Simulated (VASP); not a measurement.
# GaN: single point with PBEsol

The system is GaN.

```
CELL_PARAMETERS angstrom
3.18257 0.00000 0.00000
-1.59129 2.75619 0.00000
0.00000 0.00000 5.18541
ATOMIC_POSITIONS crystal
Ga 0.33333 0.66667 0.99919
Ga 0.66667 0.33333 0.49919
N 0.33333 0.66667 0.37581
N 0.66667 0.33333 0.87581
```

```json
{
 "Program": "VASP 6.6.1",
 "Task": "single point",
 "Functional": "PBEsol",
 "Potentials or basis": "VASP PAW PBE potentials, release 64 (Ga_d, N)",
 "Cutoff": "520 eV",
 "k mesh": "8 × 8 × 4",
 "Occupations": "gaussian, width 0.01 eV",
 "Spin": "non-collinear spin, zero start, spin-orbit coupling",
 "Starting moments": "[[0.0, 0.0, 0.0], [0.0, 0.0, 0.0], [0.0, 0.0, 0.0], [0.0, 0.0, 0.0]] μB"
}
```

```
Pressure                                              : -0.2 GPa
Net moment                                            : 0.00 μB per cell
Valence electrons inside the program's atomic spheres : Ga 11.88; N 3.73
```

Moments on the atoms (μB; x, y, z):
```
Ga  0.00 0.00 0.00
Ga  0.00 0.00 0.00
N   0.00 0.00 0.00
N   0.00 0.00 0.00
```

It took 2.3 min on 1 thread of Intel(R) Xeon(R) Platinum 8488C (Sapphire Rapids) (shared host), peak memory 0.32 GiB.

Caveat: the PAW data sets were made with another functional, which shifts forces and pressure a little.
